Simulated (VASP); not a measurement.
# Au (R-3m) in VASP: a series of runs

The runs below take Au through single point, with PBE.

Everything below comes from runs of VASP 6.6.1. Logs are shortened: lines on timing, memory, paths and dates and some standing lists are left out, and cuts for length are marked.

## Step 1: The cell of the first run

It takes space group R-3m (No. 166, trigonal). Conventional cell: a = 3.989 Å, b = 3.989 Å, c = 9.771 Å, α = 90.00°, β = 90.00°, γ = 120.00°. Within 2.8 Å of Au (site symmetry 3m) lie 4 Au at 2.15 to 2.56 Å.

## Step 2: Single point, PBE (shortest bond scaled by 0.88)

INCAR

```
SYSTEM = Au
PREC = Accurate
ENCUT = 520
EDIFF = 1E-6
ISMEAR = -1
SIGMA = 0.05
LREAL = .FALSE.
LASPH = .TRUE.
NELM = 100
ALGO = Normal
ISIF = 2
LWAVE = .FALSE.
LCHARG = .FALSE.
GGA = PE
NBANDS = 18
```

KPOINTS

```
regular mesh
0
G
  9 9 9
  0 0 0
```

POSCAR

```
Au
1.0
    0.0000000000      2.8206487953      2.8206487953
    2.8206487953      0.0000000000      2.8206487953
    2.8206487953      2.8206487953      0.0000000000
Au
2
Direct
   -0.1700000000     -0.1100000000     -0.1100000000
    0.1700000000      0.1100000000      0.1100000000
```

Potentials or basis: VASP PAW PBE potentials, release 64 (Au).

Launch:

```console
$ cat potpaw_PBE.64/Au/POTCAR > POTCAR
$ mpirun -np 1 vasp_std > vasp.out
```

OUTCAR:

```text
SYSTEM = Au
   PREC = Accurate
   ENCUT = 520
   EDIFF = 1E-6
   ISMEAR = -1
   LREAL = .FALSE.
   LASPH = .TRUE.
   NELM = 100
   ISIF = 2
   GGA = PE

 ion  position               nearest neighbor table
   1  0.830  0.890  0.890-   2 2.15   2 2.56   2 2.56   2 2.56
   2  0.170  0.110  0.110-   1 2.15   1 2.56   1 2.56   1 2.56

  LATTYP: Found a face centered cubic cell.
 ALAT       =     5.6412975906

  Lattice vectors:

 A1 = (   0.0000000000,   2.8206487953,   2.8206487953)
 A2 = (   2.8206487953,   0.0000000000,   2.8206487953)
 A3 = (   2.8206487953,   2.8206487953,   0.0000000000)

Analysis of symmetry for initial positions (statically):
=====================================================================
 Subroutine PRICEL returns:
 Original cell was already a primitive cell.

 Routine SETGRP: Setting up the symmetry group for a
 face centered cubic supercell.

 Subroutine GETGRP returns: Found 12 space group operations
 (whereof  4 operations were pure point group operations)
 out of a pool of 48 trial point group operations.

The static configuration has the point symmetry C_2h.
 The point group associated with its full space group is D_3d.

Analysis of symmetry for dynamics (positions and initial velocities):
=====================================================================
 Subroutine PRICEL returns:
 Original cell was already a primitive cell.

 Routine SETGRP: Setting up the symmetry group for a
 face centered cubic supercell.

 Subroutine GETGRP returns: Found 12 space group operations
 (whereof  4 operations were pure point group operations)
 out of a pool of 48 trial point group operations.

The dynamic configuration has the point symmetry C_2h.
 The point group associated with its full space group is D_3d.

 Subroutine INISYM returns: Found 12 space group operations
 (whereof  4 operations are pure point group operations),
 and found     1 'primitive' translations

----------------------------------------------------------------------------------------

                                     Primitive cell

  volume of cell :      44.8825

  direct lattice vectors                    reciprocal lattice vectors
     0.000000000  2.820648795  2.820648795    -0.177264182  0.177264182  0.177264182
     2.820648795  0.000000000  2.820648795     0.177264182 -0.177264182  0.177264182
     2.820648795  2.820648795  0.000000000     0.177264182  0.177264182 -0.177264182

  length of vectors
     3.988999781  3.988999781  3.988999781     0.307030569  0.307030569  0.307030569

  position of ions in fractional coordinates (direct lattice)
     0.830000000  0.890000000  0.890000000
     0.170000000  0.110000000  0.110000000

  ion indices of the primitive-cell ions
   primitive index   ion index
                 1           1
                 2           2

----------------------------------------------------------------------------------------

 KPOINTS: regular mesh

Automatic generation of k-mesh.
 Grid dimensions read from file:
 generate k-points for:    9    9    9

 Generating k-lattice:

  Cartesian coordinates                     Fractional coordinates (reciprocal lattice)
    -0.019696020  0.019696020  0.019696020     0.111111111  0.000000000  0.000000000
     0.019696020 -0.019696020  0.019696020     0.000000000  0.111111111  0.000000000
     0.019696020  0.019696020 -0.019696020     0.000000000  0.000000000  0.111111111

  Length of vectors
     0.034114508  0.034114508  0.034114508

  Shift w.r.t. Gamma in fractional coordinates (k-lattice)
     0.000000000  0.000000000  0.000000000

 Subroutine IBZKPT returns following result:
 ===========================================

 Found     85 irreducible k-points:

 Following reciprocal coordinates:
            Coordinates               Weight
  0.000000  0.000000  0.000000      1.000000
  0.111111  0.000000  0.000000      2.000000
  0.000000  0.111111  0.000000      6.000000
  0.222222  0.000000  0.000000      2.000000
  0.000000  0.222222  0.000000      6.000000
  0.333333  0.000000  0.000000      2.000000
[... 16 lines left out ...]
 -0.333333  0.111111  0.000000      6.000000
  0.000000 -0.333333  0.111111     12.000000
 [... further k-points ...]
   k-points           NKPTS =     85   k-points in BZ     NKDIM =     85   number of bands    NBANDS=     18
   number of dos      NEDOS =    301   number of ions     NIONS =      2
   total plane-waves  NPLWV =  27000
   dimension x,y,z NGX =    30 NGY =   30 NGZ =   30
   dimension x,y,z NGXF=    60 NGYF=   60 NGZF=   60
   ions per type =               2
   NGX,Y,Z   is equivalent  to a cutoff of  12.50, 12.50, 12.50 a.u.
   NGXF,Y,Z  is equivalent  to a cutoff of  25.01, 25.01, 25.01 a.u.
 SYSTEM =  Au
   PREC   = accura    normal or accurate (medium, high low for compatibility)
   ISTART =      0    job   : 0-new  1-cont  2-samecut
   ICHARG =      2    charge: 1-file 2-atom 10-const
   ISPIN  =      1    spin polarized calculation?
   LNONCOLLINEAR =      F non collinear calculations
   LSORBIT =      F    spin-orbit coupling
   LASPH  =      T    aspherical Exc in radial PAW
   ENCUT  =  520.0 eV  38.22 Ry    6.18 a.u.   7.42  7.42  7.42*2*pi/ulx,y,z
   NELM   =    100;   NELMIN=  2; NELMDL= -5     # of ELM steps
   EDIFF  = 0.1E-05   stopping-criterion for ELM
   LREAL  =      F    real-space projection
   EDIFFG = 0.1E-04   stopping-criterion for IOM
   NSW    =      0    number of steps for IOM
   IBRION =     -1    ionic relax: 0-MD 1-quasi-New 2-CG
   NFREE  =      0    steps in history (QN), initial steepest desc. (CG)
   ISIF   =      2    stress and relaxation
   ISYM   =      2    0-nonsym 1-usesym 2-fastsym
   POTIM  = 0.5000    time-step for ionic-motion
   TEBEG  =    0.0;   TEEND  =   0.0 temperature during run
   PSTRESS=    0.0 pullay stress
   NELECT =      22.0000    total number of electrons
   NUPDOWN=      -1.0000    fix difference up-down
   EMIN   =  10.00;   EMAX   =-10.00  energy-range for DOS
   EFERMI =   0.00;   METHOD = LEGACY
   ISMEAR =    -1;   SIGMA  =   0.05  broadening in eV -4-tet -1-fermi 0-gaus
   EFERMI_NEDOS =   21; number of points for ismear=-14 and -15
   IALGO  =     38    algorithm
   IMIX   =      4    mixing-type and parameters
     AMIX     =   0.40;   BMIX     =  1.00
     AMIX_MAG =   1.60;   BMIX_MAG =  1.00
  volume/ion in A,a.u.               =      22.44       151.44
  Fermi-wavevector in a.u.,A,eV,Ry     =   1.290793  2.439246 22.669312  1.666147
  Thomas-Fermi vector in A             =   2.422603
   LORBIT       =      0    0 simple, 1 ext, 2 COOP (PROOUT), +10 PAW based schemes
   GGA     = PE    functional components
   LHFCALC =     F    Hartree Fock is set to
   AEXX    =    0.0000 exact exchange contribution
   IVDW    =     0    specifies the selected vdW correction
   LEPSILON=     F    determine dielectric tensor
   LRPA    =     F    only Hartree local field effects (RPA)
 non-spin polarized calculation
  energy-cutoff  :      520.00
  volume of cell :       44.88
 maximum number of plane-waves:      1243
 NGX is ok and might be reduce to    30
   NGX = 15   NGY = 15   NGZ = 15

 number of electron      21.9999997 magnetization

 Free energy of the ion-electron system (eV)
  ---------------------------------------------------
  ext. energy  EPLUGINS =         0.00000000
  ---------------------------------------------------
  free energy    TOTEN  =        -3.00634024 eV

  energy without entropy =       -3.00137981  energy(sigma->0) =       -3.00386003

 E-fermi :   5.6204     XC(G=0): -10.7105

 val. band max:        5.5896097916   @ k =   0.0000  -0.4444   0.1111
 cond. band min:       5.6758152585   @ k =   0.1111  -0.3333   0.4444
 fundamental gap:      0.0862054669
 Fermi energy:         5.6203511142

 k-point     1 :       0.0000    0.0000    0.0000
  band No.  band energies     occupation
      1      -2.2237      2.00000
      2      -0.2414      2.00000
      3      -0.1270      2.00000
      4      -0.1270      2.00000
      5       0.4577      2.00000
      6       0.4577      2.00000
[... 10 lines left out ...]
     17      17.7620      0.00000
     18      17.7620      0.00000

 k-point     2 :       0.1111    0.0000    0.0000
  band No.  band energies     occupation
      1      -2.0275      2.00000
      2      -0.3828      2.00000
      3      -0.3322      2.00000
      4      -0.3322      2.00000
      5       0.7803      2.00000
      6       0.7803      2.00000
[... 10 lines left out ...]
     17      18.7148      0.00000
     18      18.7500      0.00000

 k-point     3 :       0.0000    0.1111    0.0000
  band No.  band energies     occupation
      1      -2.0779      2.00000
      2      -0.3991      2.00000
      3      -0.1383      2.00000
      4       0.0198      2.00000
      5       0.5227      2.00000
      6       0.5317      2.00000
[... 10 lines left out ...]
     17      18.5327      0.00000
     18      18.8281      0.00000

 k-point     4 :       0.2222    0.0000    0.0000
  band No.  band energies     occupation
      1      -1.5376      2.00000
      2      -0.6244      2.00000
      3      -0.5405      2.00000
      4      -0.5405      2.00000
      5       1.1786      2.00000
      6       1.1786      2.00000
[... 10 lines left out ...]
     17      19.1129      0.00000
     18      19.1178      0.00000

 k-point     5 :       0.0000    0.2222    0.0000
  band No.  band energies     occupation
      1      -1.7342      2.00000
      2      -0.4625      2.00000
      3      -0.1230      2.00000
      4       0.0454      2.00000
      5       0.6286      2.00000
      6       0.7762      2.00000
[... 10 lines left out ...]
     17      18.4192      0.00000
     18      18.9583      0.00000

 k-point     6 :       0.3333    0.0000    0.0000
  band No.  band energies     occupation
      1      -1.3693      2.00000
      2      -0.6053      2.00000
      3      -0.6053      2.00000
      4      -0.2847      2.00000
      5       1.0569      2.00000
      6       1.0569      2.00000
[... 10 lines left out ...]
     17      18.9768      0.00000
     18      18.9768      0.00000

 k-point     7 :       0.0000    0.3333    0.0000
  band No.  band energies     occupation
      1      -1.4448      2.00000
      2      -0.3992      2.00000
      3      -0.0401      2.00000
      4       0.0556      2.00000
      5       0.6507      2.00000
      6       1.0364      2.00000
[... 10 lines left out ...]
     17      18.0051      0.00000
     18      19.2010      0.00000

 k-point     8 :       0.4444    0.0000    0.0000
  band No.  band energies     occupation
      1      -1.5027      2.00000
      2      -0.5772      2.00000
      3      -0.5772      2.00000
      4       0.3736      2.00000
      5       0.7865      2.00000
      6       0.7865      2.00000
[... 10 lines left out ...]
     17      18.8755      0.00000
     18      18.8755      0.00000
[... 229 lines left out ...]
     17      18.9296      0.00000
     18      19.7196      0.00000

 k-point    20 :      -0.4444    0.1111    0.0000
  band No.  band energies     occupation
      1      -1.5259      2.00000
      2      -0.5737      2.00000
      3      -0.5651      2.00000
      4       0.5744      2.00000
      5       0.7286      2.00000
      6       0.8703      2.00000
[... 10 lines left out ...]
     17      19.3889      0.00000
     18      20.0664      0.00000

 k-point    21 :       0.0000   -0.4444    0.1111
  band No.  band energies     occupation
      1      -1.3067      2.00000
      2      -0.4661      2.00000
      3      -0.0290      2.00000
      4       0.3860      2.00000
      5       0.6479      2.00000
      6       1.1559      2.00000
[... 10 lines left out ...]
     17      19.2500      0.00000
     18      19.7989      0.00000

 k-point    22 :       0.1111    0.0000   -0.4444
  band No.  band energies     occupation
      1      -1.2997      2.00000
      2      -0.5736      2.00000
      3      -0.1308      2.00000
      4       0.4503      2.00000
      5       0.9265      2.00000
      6       0.9997      2.00000
[... 10 lines left out ...]
     17      18.4161      0.00000
     18      20.3356      0.00000

 k-point    23 :      -0.3333    0.1111    0.0000
  band No.  band energies     occupation
      1      -1.4171      2.00000
      2      -0.6133      2.00000
      3      -0.6009      2.00000
      4       0.1094      2.00000
      5       0.8762      2.00000
      6       1.1278      2.00000
[... 10 lines left out ...]
     17      19.0785      0.00000
     18      20.3140      0.00000

 k-point    24 :       0.0000   -0.3333    0.1111
  band No.  band energies     occupation
      1      -1.3811      2.00000
      2      -0.4293      2.00000
      3      -0.0190      2.00000
      4       0.3413      2.00000
      5       0.5935      2.00000
      6       1.1020      2.00000
[... 10 lines left out ...]
     17      19.2008      0.00000
     18      19.9483      0.00000

 [... further k-points ...]

------------------------ aborting loop because EDIFF is reached ----------------------------------------

  FORCE on cell =-STRESS in cart. coord.  units (eV):
  Direction    XX          YY          ZZ          XY          YZ          ZX
  --------------------------------------------------------------------------------------
  -------------------------------------------------------------------------------------
  Total       11.1913710     11.1913710     11.1913710     -7.3856063      7.3856063     -7.3856063
  in kB      399.5000479    399.5000479    399.5000479   -263.6450952    263.6450952   -263.6450952
  external PRESSURE =     399.5000479 kB  Pullay stress =       0.0000000 kB

 VOLUME and BASIS-vectors are now :
 -----------------------------------------------------------------------------
  energy-cutoff  :      520.00
  volume of cell :       44.88
      direct lattice vectors                 reciprocal lattice vectors
     0.000000000  2.820648795  2.820648795    -0.177264182  0.177264182  0.177264182
     2.820648795  0.000000000  2.820648795     0.177264182 -0.177264182  0.177264182
     2.820648795  2.820648795  0.000000000     0.177264182  0.177264182 -0.177264182

 POSITION                                       TOTAL-FORCE (eV/Angst)
 -----------------------------------------------------------------------------------
      5.02075      4.85152      4.85152        -5.329601      5.329601      5.329601
      0.62054      0.78978      0.78978         5.329601     -5.329601     -5.329601
 -----------------------------------------------------------------------------------
    total drift:                                0.000000      0.000000      0.000000

  FREE ENERGIE OF THE ION-ELECTRON SYSTEM (eV)
  ---------------------------------------------------
  free  energy   TOTEN  =        -3.0063402431 eV

  energy  without entropy=       -3.0013798147  energy(sigma->0) =       -3.00386003
```

Run time: 38 s. Hardware: 1 thread of Intel Xeon Platinum 8488C (Sapphire Rapids), shared host; peak memory 0.2 GiB.

What came out:

```yaml
Free_energy: -3.0063 eV
Pressure: 40.0 GPa
Largest_force: 9.231 eV/Å
Band_gap_on_the_k_mesh: zero (band 11 reaches 5.98 eV, above the bottom of band 12 at 5.39 eV)
```

Forces in eV/Å, atoms in the order of the input:
```
Au  -5.330  5.330  5.330
Au   5.330 -5.330 -5.330
```

Stress tensor (GPa, compression positive):
```
 39.95 -26.36 -26.36
-26.36  39.95  26.36
-26.36  26.36  39.95
```

Levels at points of the mesh, in eV from the Fermi level:
```csv
k point,band 8,band 9,band 10,band 11,band 12,band 13,band 14,band 15
"(0.00, 0.00, 0.00)",-2.88,-2.88,-1.31,-1.31,9.51,10.29,11.58,11.58
```

Caveat: the cell differs from its parent crystal (shortest bond scaled by 0.88); spin-orbit coupling is left out, which moves the levels of the heavy elements; forces of over 1 eV/Å act on the atoms, so gaps and moduli don't describe the material at rest.

## Step 3: Single point, PBE (shortest bond scaled by 0.7)

INCAR

```
SYSTEM = Au
  PREC = Accurate
  ENCUT = 520
  EDIFF = 1E-7
  ISMEAR = -1
  SIGMA = 0.05
  LREAL = .False.
  LASPH = .True.
  NELM = 60
  ALGO = Normal
  ISIF = 2
  LWAVE = .False.
  LCHARG = .True.
  GGA = PE
  LELF = .True.
  LVHAR = .True.
  NBANDS = 18
```

KPOINTS

```
Automatic mesh
0
Gamma
  9 9 9
  0 0 0
```

POSCAR

```
Au
1.0
    0.0000000000      2.8206487953      2.8206487953
    2.8206487953      0.0000000000      2.8206487953
    2.8206487953      2.8206487953      0.0000000000
Au
2
Direct
   -0.2375000000     -0.0875000000     -0.0875000000
    0.2375000000      0.0875000000      0.0875000000
```

Potentials or basis: VASP PAW PBE potentials, release 64 (Au).

Launch:

```console
$ cat potpaw_PBE.64/Au/POTCAR > POTCAR
$ mpirun -np 1 vasp_std > vasp.out
```

Wall time 43 s (1 thread of Intel Xeon Platinum 8488C (Sapphire Rapids), shared host); peak memory 0.2 GiB.

The run converged. Its results:

| Quantity | Value |
| --- | --- |
| Free energy | 9.2056 eV |
| Pressure | 110.8 GPa |
| Largest force | 53.957 eV/Å |
| Band gap on the k mesh | zero (band 11 reaches 6.21 eV, above the bottom of band 12 at 6.08 eV) |

Forces on the atoms (eV/Å):
```
Au  -31.152  31.152  31.152
Au   31.152 -31.152 -31.152
```

Stress tensor (GPa, compression positive):
```
 110.79 -111.46 -111.46
-111.46  110.79  111.46
-111.46  111.46  110.79
```

Levels at points of the mesh, in eV from the Fermi level:
```csv
k point,band 7,band 8,band 9,band 10,band 11,band 12,band 13,band 14,band 15,band 16
"(0.00, 0.00, 0.00)",-3.49,-3.49,-3.24,-1.92,-1.92,7.95,9.31,9.71,9.71,11.81
```

Caveat: the cell differs from its parent crystal (shortest bond scaled by 0.7); spin-orbit coupling is left out, which moves the levels of the heavy elements; forces of over 1 eV/Å act on the atoms, so gaps and moduli don't describe the material at rest.
